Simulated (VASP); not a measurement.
A run of VASP 6.6.1:

Contents of INCAR:

```
ALGO     = Normal         # electronic algorithm
EDIFF    = 1E-6           # SCF threshold, eV
ENCUT    = 520            # plane-wave cutoff, eV
GGA      = PE             # functional
ISIF     = 2              # what is computed and relaxed
ISMEAR   = 0              # smearing method
LASPH    = True           # aspherical terms in the spheres
LCHARG   = False          # write CHGCAR
LREAL    = False          # projectors in reciprocal space
LWAVE    = False          # write WAVECAR
NBANDS   = 16             # bands
NELM     = 80             # most SCF steps
PREC     = Accurate       # precision mode
SIGMA    = 0.02           # smearing width, eV
```

The input KPOINTS:

```
k-points
0
Gamma
  10 10 10
```

The input POSCAR:

```
CdSe
1.0
    0.0000000000      3.0984146614      3.0984146614
    3.0984146614      0.0000000000      3.0984146614
    3.0984146614      3.0984146614      0.0000000000
Cd Se
1 1
Direct
    0.0000000000      0.0000000000      0.0000000000
    0.7500000000      0.7500000000      0.7500000000
```

Potentials or basis: VASP PAW PBE potentials, release 64 (Cd, Se).

Launch:

```console
$ cat potpaw_PBE.64/Cd/POTCAR potpaw_PBE.64/Se/POTCAR > POTCAR
$ mpirun -np 1 vasp_std > vasp.out
```

Hardware: 1 thread of Intel Xeon 6975P-C, on a shared host.

Q: How long does it take, and how much memory?

A: Run time: 20 s on 1 thread of Intel Xeon 6975P-C (shared host), peak memory 0.23 GiB. Counts: scf iterations 12, k points 47.
